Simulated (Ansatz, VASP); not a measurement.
**GaTe3W in VASP and in Ansatz**

Contents of INCAR:

```
ALGO     = Normal         # electronic algorithm
EDIFF    = 1E-6           # SCF threshold, eV
EDIFFG   = -0.01          # ionic threshold
ENCUT    = 600            # plane-wave cutoff, eV
GGA      = PE             # functional
IBRION   = 2              # ionic algorithm
ISIF     = 3              # what is computed and relaxed
ISMEAR   = 0              # smearing method
LASPH    = T              # aspherical terms in the spheres
LCHARG   = F              # write CHGCAR
LREAL    = F              # projectors in reciprocal space
LWAVE    = F              # write WAVECAR
NELM     = 100            # most SCF steps
NSW      = 100            # ionic steps
PREC     = Accurate       # precision mode
SIGMA    = 0.1            # smearing width, eV
```

Contents of KPOINTS:

```
k-points
0
Gamma
  10 10 4
```

Contents of POSCAR:

```
GaTe3W
1.0
    3.6247453103      0.0000000000      0.0000000000
    0.0000000000      3.6247453103      0.0000000000
    0.0000000000      0.0000000000      9.6216360788
Ga Te W
1 3 1
Direct
    0.0000000000      0.0000000000      0.0000000000
    0.0000000000      0.0000000000      0.7151082607
    0.0000000000      0.0000000000      0.2848917393
    0.5000000000      0.5000000000      0.5000000000
    0.5000000000      0.5000000000      0.0000000000
```

Input for Ansatz:

```yaml
crystal:
  lattice:
    - [3.6247453103, 0.0, 0.0]
    - [0.0, 3.6247453103, 0.0]
    - [0.0, 0.0, 9.6216360788]
  atoms:
    - { symbol: Ga, position: [0.0, 0.0, 0.0] }
    - { symbol: Te, position: [0.0, 0.0, 0.7151082607] }
    - { symbol: Te, position: [0.0, 0.0, 0.2848917393] }
    - { symbol: Te, position: [0.5, 0.5, 0.5] }
    - { symbol: W, position: [0.5, 0.5, 0.0] }
basis:
  ecutwfc: 420
kpoints:
  mp_grid: { grid: [10, 10, 4] }
hamiltonian:
  xc: pbe
scf:
  occupations: { method: gaussian, width: 0.1 }
output:
  forces: true
  stress: true
  eigenvalues: true
  write_density: true
  write_potential: true
  elf: true
  volumetric_format: npy
relax:
  adjacent_minimum: "off"
  f_tol: 0.01
  max_steps: 80
  cell: { stress_tol: 0.05 }
```

Alike in both runs: task relaxation of cell and atoms; functional PBE; k mesh 10 × 10 × 4; occupations gaussian, width 0.1 eV; no spin polarisation.

|  | VASP | Ansatz |
| --- | --- | --- |
| version | VASP 6.6.1 | Ansatz 0.2.0 |
| potentials or method | VASP PAW PBE potentials, release 64 (Ga_d, Te, W_sv), cutoff 600 eV | scalar-relativistic, plane waves, PAW |
| valence electrons in the cell | 45 | 75 |

Ansatz gave:

```
gap on the k mesh at the Fermi level, each at its own relaxed structure (eV) : none
relaxed volume (Å³/atom)                                                     : 25.12
relaxed length of the cell vector where the two differ most in proportion (Å)              : 9.597
```

**Question.** What did VASP give for the same quantities?

**Answer.** gap on the k mesh at the Fermi level, each at its own relaxed structure (eV): none; relaxed volume (Å³/atom): 25.12; relaxed length of the cell vector where the two differ most in proportion (Å): 9.584.

A gap of «none» marks a metal or a gap that the smearing closes. VASP's potentials hold 45 valence electrons a cell and Ansatz's 75, so a difference there can come from the potentials and not from the codes.

Spin-orbit coupling is off throughout.
